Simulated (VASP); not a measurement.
Input of a VASP 6.6.1 run:

Contents of INCAR:

```
SYSTEM = Li2H3
PREC = Accurate
ENCUT = 520
EDIFF = 1E-7
ISMEAR = 0
SIGMA = 0.1
LREAL = .False.
LASPH = .True.
NELM = 80
ALGO = Normal
ISIF = 2
LWAVE = .False.
LCHARG = .True.
GGA = PE
LELF = .True.
LVHAR = .True.
NBANDS = 12
```

Contents of KPOINTS:

```
Automatic mesh
0
Gamma
  6 6 6
  0 0 0
```

Contents of POSCAR:

```
Li2H3
1.0
   -1.5640150800      2.5930593400      3.2399448900
    1.5640150800     -2.5930593400      3.2399448900
    1.5640150800      2.5930593400     -3.2399448900
Li H
2 3
Direct
    0.7245000000      0.2245000000      0.5000000000
    0.2755000000      0.7755000000      0.5000000000
    0.0000000000      0.0000000000      0.0000000000
    0.7031999900      0.5000000000      0.2031999900
    0.2968000100      0.5000000000      0.7968000100
```

Potentials or basis: VASP PAW PBE potentials, release 64 (Li_sv, H).

Run with:

```sh
$ cat potpaw_PBE.64/Li_sv/POTCAR potpaw_PBE.64/H/POTCAR > POTCAR
$ mpirun -np 1 vasp_std > vasp.out
```

(1) Predict the band gap on the k mesh.

(2) Estimate the largest force.

Answers

(1) zero (an odd number of electrons rules out a gap without spin polarisation).

(2) 0.212 eV/Å.

Caveat: the k points lie up to 0.37 Å⁻¹ apart, too coarse for converged energies and pressures of a metal.
